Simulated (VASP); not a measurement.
# Se (P6_3/mmc) in VASP: a series of runs

The runs below take Se through single point, relaxation of cell and atoms, with PBE.

Program: VASP 6.6.1. These are calculated values, not measurements. Logs are shortened: lines on timing, memory, paths and dates and some standing lists are left out, and cuts for length are marked.

### 1 The cell of the first run

It takes space group P6_3/mmc (No. 194, hexagonal). The conventional cell has a = 3.785 Å, b = 3.785 Å, c = 7.303 Å, α = 90.00°, β = 90.00°, γ = 120.00°. Se (site symmetry -3m) has 14 Se at 2.85 to 3.79 Å within 3.8 Å. Se (site symmetry -6m2) has 12 Se at 2.85 to 3.79 Å within 3.8 Å.

### 2 Single point, PBE

File INCAR:

```
SYSTEM = Se
  ALGO = Normal
  EDIFF = 1E-6
  ENCUT = 520
  GGA = PE
  ISIF = 2
  ISMEAR = 0
  LASPH = .True.
  LCHARG = .False.
  LREAL = .False.
  LWAVE = .False.
  NBANDS = 20
  NELM = 100
  PREC = Accurate
  SIGMA = 0.1
```

File KPOINTS:

```
k-points
0
Gamma
  15 15 6
  0 0 0
```

File POSCAR:

```
Se
1.0
    3.7852047989      0.0000000000      0.0000000000
   -1.8926023995      3.2780835144      0.0000000000
    0.0000000000      0.0000000000      7.3029966683
Se
4
Direct
    0.0000000000      0.0000000000      0.0000000000
    0.0000000000      0.0000000000      0.5000000000
    0.3333333333      0.6666666667      0.7500000000
    0.6666666667      0.3333333333      0.2500000000
```

Potentials or basis: VASP PAW PBE potentials, release 64 (Se).

Command:

```console
$ cat potpaw_PBE.64/Se/POTCAR > POTCAR
$ mpirun -np 1 vasp_std > vasp.out
```

OUTCAR:

```text
SYSTEM = Se
   EDIFF = 1E-6
   ENCUT = 520
   GGA = PE
   ISIF = 2
   ISMEAR = 0
   LASPH = .True.
   LREAL = .False.
   NELM = 100
   PREC = Accurate

 ion  position               nearest neighbor table
   1  0.000  0.000  0.000-
   2  0.000  0.000  0.500-
   3  0.333  0.667  0.750-
   4  0.667  0.333  0.250-

  LATTYP: Found a hexagonal cell.
 ALAT       =     3.7852047989
 C/A-ratio  =     1.9293531146

  Lattice vectors:

 A1 = (   3.7852047989,   0.0000000000,   0.0000000000)
 A2 = (  -1.8926023995,   3.2780835144,   0.0000000000)
 A3 = (   0.0000000000,   0.0000000000,   7.3029966683)

Analysis of symmetry for initial positions (statically):
=====================================================================
 Subroutine PRICEL returns:
 Original cell was already a primitive cell.

 Routine SETGRP: Setting up the symmetry group for a
 hexagonal supercell.

 Subroutine GETGRP returns: Found 24 space group operations
 (whereof 12 operations were pure point group operations)
 out of a pool of 24 trial point group operations.

The static configuration has the point symmetry D_3d.
 The point group associated with its full space group is D_6h.

Analysis of symmetry for dynamics (positions and initial velocities):
=====================================================================
 Subroutine PRICEL returns:
 Original cell was already a primitive cell.

 Routine SETGRP: Setting up the symmetry group for a
 hexagonal supercell.

 Subroutine GETGRP returns: Found 24 space group operations
 (whereof 12 operations were pure point group operations)
 out of a pool of 24 trial point group operations.

The dynamic configuration has the point symmetry D_3d.
 The point group associated with its full space group is D_6h.

 Subroutine INISYM returns: Found 24 space group operations
 (whereof 12 operations are pure point group operations),
 and found     1 'primitive' translations

----------------------------------------------------------------------------------------

                                     Primitive cell

  volume of cell :      90.6172

  direct lattice vectors                    reciprocal lattice vectors
     3.785204799  0.000000000  0.000000000     0.264186498  0.152528146  0.000000000
    -1.892602400  3.278083514  0.000000000     0.000000000  0.305056291  0.000000000
     0.000000000  0.000000000  7.302996668     0.000000000  0.000000000  0.136930091

  length of vectors
     3.785204799  3.785204799  7.302996668     0.305056291  0.305056291  0.136930091

  position of ions in fractional coordinates (direct lattice)
     0.000000000  0.000000000  0.000000000
     0.000000000  0.000000000  0.500000000
     0.333333333  0.666666667  0.750000000
     0.666666667  0.333333333  0.250000000

  ion indices of the primitive-cell ions
   primitive index   ion index
                 1           1
                 2           2
                 3           3
                 4           4

----------------------------------------------------------------------------------------

 KPOINTS: k-points

Automatic generation of k-mesh.
 Grid dimensions read from file:
 generate k-points for:   15   15    6

 Generating k-lattice:

  Cartesian coordinates                     Fractional coordinates (reciprocal lattice)
     0.017612433  0.010168543  0.000000000     0.066666667  0.000000000  0.000000000
     0.000000000  0.020337086  0.000000000     0.000000000  0.066666667  0.000000000
     0.000000000  0.000000000  0.022821682     0.000000000  0.000000000  0.166666667

  Length of vectors
     0.020337086  0.020337086  0.022821682

  Shift w.r.t. Gamma in fractional coordinates (k-lattice)
     0.000000000  0.000000000  0.000000000

 Subroutine IBZKPT returns following result:
 ===========================================

 Found    108 irreducible k-points:

 Following reciprocal coordinates:
            Coordinates               Weight
  0.000000  0.000000  0.000000      1.000000
  0.066667  0.000000  0.000000      6.000000
  0.133333  0.000000  0.000000      6.000000
  0.200000  0.000000  0.000000      6.000000
  0.266667  0.000000  0.000000      6.000000
  0.333333  0.000000  0.000000      6.000000
[... 16 lines left out ...]
  0.333333  0.200000  0.000000     12.000000
  0.400000  0.200000  0.000000      6.000000
 [... further k-points ...]
   k-points           NKPTS =    108   k-points in BZ     NKDIM =    108   number of bands    NBANDS=     20
   number of dos      NEDOS =    301   number of ions     NIONS =      4
   total plane-waves  NPLWV =  42336
   dimension x,y,z NGX =    28 NGY =   28 NGZ =   54
   dimension x,y,z NGXF=    56 NGYF=   56 NGZF=  108
   ions per type =               4
   NGX,Y,Z   is equivalent  to a cutoff of  12.30, 12.30, 12.29 a.u.
   NGXF,Y,Z  is equivalent  to a cutoff of  24.60, 24.60, 24.59 a.u.
 SYSTEM =  Se
   PREC   = accura    normal or accurate (medium, high low for compatibility)
   ISTART =      0    job   : 0-new  1-cont  2-samecut
   ICHARG =      2    charge: 1-file 2-atom 10-const
   ISPIN  =      1    spin polarized calculation?
   LNONCOLLINEAR =      F non collinear calculations
   LSORBIT =      F    spin-orbit coupling
   LASPH  =      T    aspherical Exc in radial PAW
   ENCUT  =  520.0 eV  38.22 Ry    6.18 a.u.   7.04  7.04 13.58*2*pi/ulx,y,z
   NELM   =    100;   NELMIN=  2; NELMDL= -5     # of ELM steps
   EDIFF  = 0.1E-05   stopping-criterion for ELM
   LREAL  =      F    real-space projection
   EDIFFG = 0.1E-04   stopping-criterion for IOM
   NSW    =      0    number of steps for IOM
   IBRION =     -1    ionic relax: 0-MD 1-quasi-New 2-CG
   NFREE  =      0    steps in history (QN), initial steepest desc. (CG)
   ISIF   =      2    stress and relaxation
   ISYM   =      2    0-nonsym 1-usesym 2-fastsym
   POTIM  = 0.5000    time-step for ionic-motion
   TEBEG  =    0.0;   TEEND  =   0.0 temperature during run
   PSTRESS=    0.0 pullay stress
   NELECT =      24.0000    total number of electrons
   NUPDOWN=      -1.0000    fix difference up-down
   EMIN   =  10.00;   EMAX   =-10.00  energy-range for DOS
   EFERMI =   0.00;   METHOD = LEGACY
   ISMEAR =     0;   SIGMA  =   0.10  broadening in eV -4-tet -1-fermi 0-gaus
   EFERMI_NEDOS =   21; number of points for ismear=-14 and -15
   IALGO  =     38    algorithm
   IMIX   =      4    mixing-type and parameters
     AMIX     =   0.40;   BMIX     =  1.00
     AMIX_MAG =   1.60;   BMIX_MAG =  1.00
  volume/ion in A,a.u.               =      22.65       152.88
  Fermi-wavevector in a.u.,A,eV,Ry     =   1.051337  1.986738 15.038634  1.105308
  Thomas-Fermi vector in A             =   2.186376
   LORBIT       =      0    0 simple, 1 ext, 2 COOP (PROOUT), +10 PAW based schemes
   GGA     = PE    functional components
   LHFCALC =     F    Hartree Fock is set to
   AEXX    =    0.0000 exact exchange contribution
   IVDW    =     0    specifies the selected vdW correction
   LEPSILON=     F    determine dielectric tensor
   LRPA    =     F    only Hartree local field effects (RPA)
 non-spin polarized calculation
 Gauss-broadening in eV      SIGMA  =   0.10
  energy-cutoff  :      520.00
  volume of cell :       90.62
 maximum number of plane-waves:      2469
   NGX = 15   NGY = 15   NGZ = 27

 number of electron      24.0000000 magnetization

 Free energy of the ion-electron system (eV)
  ---------------------------------------------------
  ext. energy  EPLUGINS =         0.00000000
  ---------------------------------------------------
  free energy    TOTEN  =       -12.83609619 eV

  energy without entropy =      -12.82253154  energy(sigma->0) =      -12.82931386

 E-fermi :   4.5961     XC(G=0):  -9.9254

 val. band max:        4.5932374653   @ k =   0.2000   0.1333   0.3333
 cond. band min:       4.6015631068   @ k =   0.3333   0.2000   0.0000
 fundamental gap:      0.0083256415
 Fermi energy:         4.5961017101

 k-point     1 :       0.0000    0.0000    0.0000
  band No.  band energies     occupation
      1     -11.3375      2.00000
      2      -9.2062      2.00000
      3      -9.0899      2.00000
      4      -5.4488      2.00000
      5       0.3311      2.00000
      6       1.8929      2.00000
[... 12 lines left out ...]
     19      11.6273      0.00000
     20      12.1106      0.00000

 k-point     2 :       0.0667    0.0000    0.0000
  band No.  band energies     occupation
      1     -11.2922      2.00000
      2      -9.1767      2.00000
      3      -9.0584      2.00000
      4      -5.5194      2.00000
      5       0.3719      2.00000
      6       1.7414      2.00000
[... 12 lines left out ...]
     19      11.7770      0.00000
     20      12.2546      0.00000

 k-point     3 :       0.1333    0.0000    0.0000
  band No.  band energies     occupation
      1     -11.1574      2.00000
      2      -9.0917      2.00000
      3      -8.9666      2.00000
      4      -5.7269      2.00000
      5       0.4853      2.00000
      6       1.0388      2.00000
[... 12 lines left out ...]
     19      12.2093      0.00000
     20      12.6164      0.00000

 k-point     4 :       0.2000    0.0000    0.0000
  band No.  band energies     occupation
      1     -10.9369      2.00000
      2      -8.9625      2.00000
      3      -8.8238      2.00000
      4      -6.0560      2.00000
      5       0.1890      2.00000
      6       0.5434      2.00000
[... 12 lines left out ...]
     19      12.5532      0.00000
     20      12.8839      0.00000

 k-point     5 :       0.2667    0.0000    0.0000
  band No.  band energies     occupation
      1     -10.6379      2.00000
      2      -8.8114      2.00000
      3      -8.6467      2.00000
      4      -6.4755      2.00000
      5      -0.5842      2.00000
      6      -0.0266      2.00000
[... 12 lines left out ...]
     19      12.0514      0.00000
     20      13.1863      0.00000
[... 353 lines left out ...]
      6      -0.4479      2.00000
[... 12 lines left out ...]
     19      12.5799      0.00000
     20      13.3099      0.00000

 k-point    22 :       0.2667    0.2000    0.0000
  band No.  band energies     occupation
      1      -9.8075      2.00000
      2      -8.5235      2.00000
      3      -8.2684      2.00000
      4      -7.4797      2.00000
      5      -1.4860      2.00000
      6      -0.7829      2.00000
[... 12 lines left out ...]
     19      12.3916      0.00000
     20      13.6084      0.00000

 k-point    23 :       0.3333    0.2000    0.0000
  band No.  band energies     occupation
      1      -9.4117      2.00000
      2      -8.5316      2.00000
      3      -8.1605      2.00000
      4      -7.8305      2.00000
      5      -1.6618      2.00000
      6      -1.0123      2.00000
[... 12 lines left out ...]
     19      12.4740      0.00000
     20      13.9707      0.00000

 k-point    24 :       0.4000    0.2000    0.0000
  band No.  band energies     occupation
      1      -9.1713      2.00000
      2      -8.6340      2.00000
      3      -8.1209      2.00000
      4      -7.9546      2.00000
      5      -1.7180      2.00000
      6      -1.0945      2.00000
[... 12 lines left out ...]
     19      13.1783      0.00000
     20      13.9416      0.00000

 [... further k-points ...]
[... 5 lines left out ...]
  --------------------------------------------------------------------------------------
  -------------------------------------------------------------------------------------
  Total        0.0183303      0.0183303      0.0422375     -0.0000000     -0.0000000     -0.0000000
  in kB        0.3240935      0.3240935      0.7467890     -0.0000000     -0.0000000     -0.0000000
  external PRESSURE =       0.4649920 kB  Pullay stress =       0.0000000 kB

 VOLUME and BASIS-vectors are now :
 -----------------------------------------------------------------------------
  energy-cutoff  :      520.00
  volume of cell :       90.62
      direct lattice vectors                 reciprocal lattice vectors
     3.785204799  0.000000000  0.000000000     0.264186498  0.152528146  0.000000000
    -1.892602400  3.278083514  0.000000000     0.000000000  0.305056291  0.000000000
     0.000000000  0.000000000  7.302996668     0.000000000  0.000000000  0.136930091

 POSITION                                       TOTAL-FORCE (eV/Angst)
 -----------------------------------------------------------------------------------
      0.00000      0.00000      0.00000        -0.000000      0.000000     -0.000000
      0.00000      0.00000      3.65150        -0.000000      0.000000     -0.000000
     -0.00000      2.18539      5.47725         0.000000      0.000000     -0.000000
      1.89260      1.09269      1.82575        -0.000000      0.000000      0.000000
 -----------------------------------------------------------------------------------
    total drift:                                0.000000     -0.000000      0.000000

  FREE ENERGIE OF THE ION-ELECTRON SYSTEM (eV)
  ---------------------------------------------------
  free  energy   TOTEN  =       -12.8360961867 eV

  energy  without entropy=      -12.8225315416  energy(sigma->0) =      -12.82931386
```

It took 78 s on 1 thread of Intel Xeon Platinum 8488C (Sapphire Rapids), shared host; peak memory 0.28 GiB.

Results:

| Property | Result |
| --- | --- |
| Free energy | -12.8361 eV |
| Pressure | 0.0 GPa |
| Band gap on the k mesh | zero (band 12 reaches 5.18 eV, above the bottom of band 13 at 3.13 eV) |

### 3 Relaxation of cell and atoms, PBE

This run uses another cell than the first one, of 22.53 Å³/atom, 0.995 times its volume.

File INCAR:

```
ALGO     = Normal         # electronic algorithm
EDIFF    = 1E-7           # SCF threshold, eV
EDIFFG   = -0.01          # ionic threshold
ENCUT    = 600            # plane-wave cutoff, eV
GGA      = PE             # functional
IBRION   = 2              # ionic algorithm
ISIF     = 3              # what is computed and relaxed
ISMEAR   = 0              # smearing method
LASPH    = True           # aspherical terms in the spheres
LCHARG   = False          # write CHGCAR
LREAL    = False          # projectors in reciprocal space
LWAVE    = False          # write WAVECAR
NELM     = 100            # most SCF steps
NSW      = 100            # ionic steps
PREC     = Accurate       # precision mode
SIGMA    = 0.1            # smearing width, eV
```

File KPOINTS:

```
k-points
0
Gamma
  15 15 6
```

File POSCAR:

```
Se
1.0
    3.7645968298      0.0000000000      0.0000000000
   -1.8822984149      3.2602364896      0.0000000000
    0.0000000000      0.0000000000      7.3435181671
Se
4
Direct
    0.0000000000      0.0000000000      0.0000000000
    0.0000000000      0.0000000000      0.5000000000
    0.3333333333      0.6666666667      0.7500000000
    0.6666666667      0.3333333333      0.2500000000
```

Potentials or basis: VASP PAW PBE potentials, release 64 (Se).

Command:

```console
$ cat potpaw_PBE.64/Se/POTCAR > POTCAR
$ mpirun -np 1 vasp_std > vasp.out
```

OUTCAR:

```text
EDIFF = 1E-7
   EDIFFG = -0.01
   ENCUT = 600
   GGA = PE
   IBRION = 2
   ISIF = 3
   ISMEAR = 0
   LASPH = True
   LREAL = False
   NELM = 100
   NSW = 100
   PREC = Accurate

 ion  position               nearest neighbor table
   1  0.000  0.000  0.000-
   2  0.000  0.000  0.500-
   3  0.333  0.667  0.750-
   4  0.667  0.333  0.250-

  LATTYP: Found a hexagonal cell.
 ALAT       =     3.7645968298
 C/A-ratio  =     1.9506785186

  Lattice vectors:

 A1 = (   3.7645968298,   0.0000000000,   0.0000000000)
 A2 = (  -1.8822984149,   3.2602364896,   0.0000000000)
 A3 = (   0.0000000000,   0.0000000000,   7.3435181671)

Analysis of symmetry for initial positions (statically):
=====================================================================
 Subroutine PRICEL returns:
[... 340 lines left out ...]

 E-fermi :   4.5846     XC(G=0):  -9.9209

 val. band max:        4.5818002387   @ k =   0.2000   0.1333   0.3333
 cond. band min:       4.5895781088   @ k =   0.3333   0.2000   0.0000
 fundamental gap:      0.0077778701
 Fermi energy:         4.5846338106

 k-point     1 :       0.0000    0.0000    0.0000
  band No.  band energies     occupation
      1     -11.3406      2.00000
      2      -9.2121      2.00000
      3      -9.0960      2.00000
      4      -5.4630      2.00000
      5       0.3247      2.00000
      6       1.8844      2.00000
[... 433 lines left out ...]
      3      -8.1297      2.00000
      4      -7.9634      2.00000
      5      -1.7217      2.00000
      6      -1.0988      2.00000
[... 8 lines left out ...]
     15       6.6293      0.00000
     16       7.2608      0.00000

 [... further k-points ...]

------------------------ aborting loop because EDIFF is reached ----------------------------------------

  FORCE on cell =-STRESS in cart. coord.  units (eV):
  Direction    XX          YY          ZZ          XY          YZ          ZX
  --------------------------------------------------------------------------------------
  -------------------------------------------------------------------------------------
  Total       -0.0160773     -0.0160773     -0.0067162      0.0000000      0.0000000      0.0000000
  in kB       -0.2839774     -0.2839774     -0.1186305      0.0000000      0.0000000      0.0000000
  external PRESSURE =      -0.2288618 kB  Pullay stress =       0.0000000 kB
[... 19 lines left out ...]
  FREE ENERGIE OF THE ION-ELECTRON SYSTEM (eV)
  ---------------------------------------------------
  free  energy   TOTEN  =       -12.8361685758 eV

  energy  without entropy=      -12.8225880843  energy(sigma->0) =      -12.82937833

 reached required accuracy - stopping structural energy minimisation
```

OSZICAR:

```text
N       E                     dE             d eps       ncg     rms          rms(c)
DAV:   1     0.125214769353E+03    0.12521E+03   -0.11389E+04  3456   0.145E+03
DAV:   2    -0.541233229249E+01   -0.13063E+03   -0.12938E+03  4984   0.208E+02
[... 37 lines left out ...]
DAV:   1    -0.128362135450E+02   -0.86930E-04   -0.11051E-02  3456   0.567E-01    0.572E-02
DAV:   2    -0.128361846544E+02    0.28891E-04   -0.19334E-04  4008   0.857E-02    0.288E-02
DAV:   3    -0.128361681186E+02    0.16536E-04   -0.33516E-05  3776   0.331E-02    0.541E-03
DAV:   4    -0.128361684558E+02   -0.33723E-06   -0.21385E-06  4008   0.929E-03    0.276E-03
DAV:   5    -0.128361685654E+02   -0.10955E-06   -0.10853E-07  1776   0.229E-03    0.915E-04
DAV:   6    -0.128361685758E+02   -0.10473E-07   -0.20010E-08  1728   0.115E-03
   5 F= -.12836169E+02 E0= -.12829378E+02  d E =-.468263E-03
```

CONTCAR:

```text
Se
   1.00000000000000
     3.7864672948293676   -0.0000000000000000   -0.0000000000000000
    -1.8932336474146838    3.2791768679077822    0.0000000000000000
    -0.0000000000000000   -0.0000000000000000    7.3053282960864436
  Se
     4
Direct
     0.0000000000000000    0.0000000000000000    0.0000000000000000
     0.0000000000000000    0.0000000000000000    0.5000000000000000
     0.3333333332999970    0.6666666667000030    0.7500000000000000
     0.6666666667000030    0.3333333332999970    0.2500000000000000

  0.00000000E+00  0.00000000E+00  0.00000000E+00
  0.00000000E+00  0.00000000E+00  0.00000000E+00
  0.00000000E+00  0.00000000E+00  0.00000000E+00
  0.00000000E+00  0.00000000E+00  0.00000000E+00
```

It took 6.1 min on 1 thread of Intel Xeon Platinum 8488C (Sapphire Rapids), shared host; peak memory 0.33 GiB.

What came out:

```yaml
Free_energy: -12.8362 eV
Relaxed_volume: 22.68 Å³/atom
Relaxed_cell: a = 3.786 Å, b = 3.786 Å, c = 7.305 Å, α = 90.00°, β = 90.00°, γ = 120.00°
Space_group_after_relaxing_to_0.05_Å: P6_3/mmc (No. 194)
Energy_gained_by_relaxing: 0.3 meV/atom
Ionic_steps: 5
Pressure_after_relaxing: 0.0 GPa
Band_gap_on_the_k_mesh: zero (band 12 reaches 5.17 eV, above the bottom of band 13 at 3.12 eV)
```

The path:
| step | energy change (eV) | largest force (eV/Å) | pressure (GPa) | volume (Å³) |
| --- | --- | --- | --- | --- |
| 1 | 0.0000 | 0.0000 | 0.22 | 90.13 |
| 2 | -0.0007 | 0.0000 | -0.04 | 90.54 |
| 3 | -0.0007 | 0.0000 | -0.17 | 90.75 |
| 4 | -0.0012 | 0.0000 | -0.07 | 90.72 |
| 5 | -0.0012 | 0.0000 | -0.02 | 90.71 |

Final structure:
```
Se
1.0
     3.78647    0.00000    0.00000
    -1.89323    3.27918    0.00000
     0.00000    0.00000    7.30533
Se
4
Direct
  0.00000 0.00000 0.00000
  0.00000 0.00000 0.50000
  0.33333 0.66667 0.75000
  0.66667 0.33333 0.25000
```
